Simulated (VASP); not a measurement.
# Ti (P6_3/mmc) in VASP: a series of runs, part 2 of 2

VASP 6.6.1. The steps go on from the part before.

### Step 3. Relaxation of cell and atoms, PBE

This run uses another cell than the first one, of 17.65 Å³/atom, 1.018 times its volume.

The input, INCAR:

```
PREC = Accurate ; ENCUT = 600
EDIFF = 1E-7 ; ISMEAR = 0
SIGMA = 0.05 ; LREAL = F
LASPH = T ; NELM = 80
ALGO = Normal ; ISIF = 3
LWAVE = F ; LCHARG = F
GGA = PE ; IBRION = 2
NSW = 80 ; EDIFFG = -0.03
```

The input, KPOINTS:

```
regular mesh
0
Gamma
  8 8 4
```

The input, POSCAR:

```
Ti
1.0
    2.9500000000      0.0000000000      0.0000000000
   -1.4750000000      2.5547749412      0.0000000000
    0.0000000000      0.0000000000      4.6846000000
Ti
2
Direct
    0.3333333333      0.6666666667      0.7500000000
    0.6666666667      0.3333333333      0.2500000000
```

Potentials or basis: VASP PAW PBE potentials, release 64 (Ti_sv).

Started as:

```
> cat potpaw_PBE.64/Ti_sv/POTCAR > POTCAR
> mpirun -np 1 vasp_std > vasp.out
```

OUTCAR:

```text
PREC = Accurate
   ENCUT = 600
   EDIFF = 1E-7
   ISMEAR = 0
   LREAL = F
   LASPH = T
   NELM = 80
   ISIF = 3
   GGA = PE
   IBRION = 2
   NSW = 80
   EDIFFG = -0.03

 ion  position               nearest neighbor table
   1  0.333  0.667  0.750-   2 2.90   2 2.90   2 2.90   2 2.90   2 2.90   2 2.90
   2  0.667  0.333  0.250-   1 2.90   1 2.90   1 2.90   1 2.90   1 2.90   1 2.90

  LATTYP: Found a hexagonal cell.
 ALAT       =     2.9500000000
 C/A-ratio  =     1.5880000000

  Lattice vectors:

 A1 = (   2.9500000000,   0.0000000000,   0.0000000000)
 A2 = (  -1.4750000000,   2.5547749412,   0.0000000000)
 A3 = (   0.0000000000,   0.0000000000,   4.6846000000)

Analysis of symmetry for initial positions (statically):
=====================================================================
 Subroutine PRICEL returns:
 Original cell was already a primitive cell.

 Routine SETGRP: Setting up the symmetry group for a
 hexagonal supercell.

 Subroutine GETGRP returns: Found 24 space group operations
 (whereof 12 operations were pure point group operations)
 out of a pool of 24 trial point group operations.

The static configuration has the point symmetry D_3d.
 The point group associated with its full space group is D_6h.

Analysis of symmetry for dynamics (positions and initial velocities):
=====================================================================
 Subroutine PRICEL returns:
 Original cell was already a primitive cell.

 Routine SETGRP: Setting up the symmetry group for a
 hexagonal supercell.

 Subroutine GETGRP returns: Found 24 space group operations
 (whereof 12 operations were pure point group operations)
 out of a pool of 24 trial point group operations.

The dynamic configuration has the point symmetry D_3d.
 The point group associated with its full space group is D_6h.

 Subroutine INISYM returns: Found 24 space group operations
 (whereof 12 operations are pure point group operations),
 and found     1 'primitive' translations

[... 119 lines left out ...]
   GGA     = PE    functional components
   LHFCALC =     F    Hartree Fock is set to
   AEXX    =    0.0000 exact exchange contribution
   IVDW    =     0    specifies the selected vdW correction
   LEPSILON=     F    determine dielectric tensor
   LRPA    =     F    only Hartree local field effects (RPA)
 conjugate gradient relaxation of ions
 non-spin polarized calculation
 Gauss-broadening in eV      SIGMA  =   0.05
  energy-cutoff  :      600.00
  volume of cell :       35.31
 maximum number of plane-waves:      1194
 NGX is ok and might be reduce to    24
   NGX = 11   NGY = 11   NGZ = 19

--------------------------------------- Ionic step        1  -------------------------------------------

 number of electron      23.9999997 magnetization

 Free energy of the ion-electron system (eV)
  ---------------------------------------------------
  ext. energy  EPLUGINS =         0.00000000
  ---------------------------------------------------
  free energy    TOTEN  =       -15.68463311 eV

  energy without entropy =      -15.68258004  energy(sigma->0) =      -15.68360658

------------------------ aborting loop because EDIFF is reached ----------------------------------------

  FORCE on cell =-STRESS in cart. coord.  units (eV):
  Direction    XX          YY          ZZ          XY          YZ          ZX
  --------------------------------------------------------------------------------------
  -------------------------------------------------------------------------------------
  Total       -0.3928694     -0.3928694     -0.5943197      0.0000000      0.0000000      0.0000000
  in kB      -17.8283680    -17.8283680    -26.9701587      0.0000000      0.0000000      0.0000000
  external PRESSURE =     -20.8756316 kB  Pullay stress =       0.0000000 kB
[... 95 lines left out ...]
--------------------------------------- Ionic step        4  -------------------------------------------

 number of electron      23.9999994 magnetization

 Free energy of the ion-electron system (eV)
  ---------------------------------------------------
  ext. energy  EPLUGINS =         0.00000000
  ---------------------------------------------------
  free energy    TOTEN  =       -15.68991878 eV

  energy without entropy =      -15.68841807  energy(sigma->0) =      -15.68916843

 E-fermi :   8.4300     XC(G=0): -11.5149

 val. band max:        8.4183251695   @ k =   0.3750   0.2500   0.2500
 cond. band min:       8.4844036248   @ k =   0.0000   0.0000   0.5000
 fundamental gap:      0.0660784553
 Fermi energy:         8.4300467329

 k-point     1 :       0.0000    0.0000    0.0000
  band No.  band energies     occupation
      1     -48.4702      2.00000
      2     -48.3289      2.00000
      3     -25.0642      2.00000
      4     -24.4172      2.00000
      5     -24.4172      2.00000
      6     -24.3403      2.00000
[... 433 lines left out ...]
      3     -24.9035      2.00000
      4     -24.9035      2.00000
      5     -24.5014      2.00000
      6     -24.5014      2.00000
[... 8 lines left out ...]
     15      10.0709      0.00000
     16      10.0709      0.00000

 [... further k-points ...]
[... 5 lines left out ...]
  --------------------------------------------------------------------------------------
  -------------------------------------------------------------------------------------
  Total        0.0349447      0.0349447     -0.0386665      0.0000000      0.0000000      0.0000000
  in kB        1.6181539      1.6181539     -1.7904989      0.0000000      0.0000000      0.0000000
  external PRESSURE =       0.4819363 kB  Pullay stress =       0.0000000 kB
[... 17 lines left out ...]
  FREE ENERGIE OF THE ION-ELECTRON SYSTEM (eV)
  ---------------------------------------------------
  free  energy   TOTEN  =       -15.6899187809 eV

  energy  without entropy=      -15.6884180702  energy(sigma->0) =      -15.68916843

 reached required accuracy - stopping structural energy minimisation
```

OSZICAR:

```text
N       E                     dE             d eps       ncg     rms          rms(c)
DAV:   1     0.264638193526E+03    0.26464E+03   -0.14639E+04   960   0.203E+03
DAV:   2     0.120176737829E+02   -0.25262E+03   -0.25149E+03   992   0.524E+02
[... 43 lines left out ...]
DAV:   1    -0.156915033901E+02   -0.19469E-02   -0.10859E-01  1008   0.479E+00    0.303E-01
DAV:   2    -0.156904466449E+02    0.10567E-02   -0.63202E-03   960   0.969E-01    0.162E-01
DAV:   3    -0.156899179207E+02    0.52872E-03   -0.19205E-03  1384   0.457E-01    0.201E-02
DAV:   4    -0.156899187458E+02   -0.82505E-06   -0.15880E-04  1176   0.177E-01    0.999E-03
DAV:   5    -0.156899187320E+02    0.13797E-07   -0.67206E-06  1376   0.264E-02    0.194E-03
DAV:   6    -0.156899187809E+02   -0.48896E-07   -0.37509E-07   832   0.715E-03
   4 F= -.15689919E+02 E0= -.15689168E+02  d E =-.362354E-03
```

Wall time 30 s (1 thread of Intel Xeon Platinum 8559C (Emerald Rapids), shared host); peak memory 0.17 GiB.

Results:

```yaml
Free_energy: -15.6899 eV
Relaxed_volume: 17.30 Å³/atom
Relaxed_cell: a = 2.937 Å, b = 2.937 Å, c = 4.631 Å, α = 90.00°, β = 90.00°, γ = 120.00°
Space_group_after_relaxing_to_0.05_Å: P6_3/mmc (No. 194)
Energy_gained_by_relaxing: 2.6 meV/atom
Ionic_steps: 4
Pressure_after_relaxing: 0.0 GPa
Band_gap_on_the_k_mesh: zero (band 12 reaches 9.15 eV, above the bottom of band 13 at 8.15 eV)
```

Step by step:
| step | energy change (eV) | largest force (eV/Å) | pressure (GPa) | volume (Å³) |
| --- | --- | --- | --- | --- |
| 1 | 0.0000 | 0.0000 | -2.09 | 35.31 |
| 2 | -0.0028 | 0.0000 | 1.59 | 34.14 |
| 3 | -0.0049 | 0.0000 | 0.08 | 34.60 |
| 4 | -0.0053 | 0.0000 | 0.05 | 34.60 |

Final structure:
```
CELL_PARAMETERS angstrom
2.93716 0.00000 0.00000
-1.46858 2.54366 0.00000
0.00000 0.00000 4.63112
ATOMIC_POSITIONS crystal
Ti 0.33333 0.66667 0.75000
Ti 0.66667 0.33333 0.25000
```
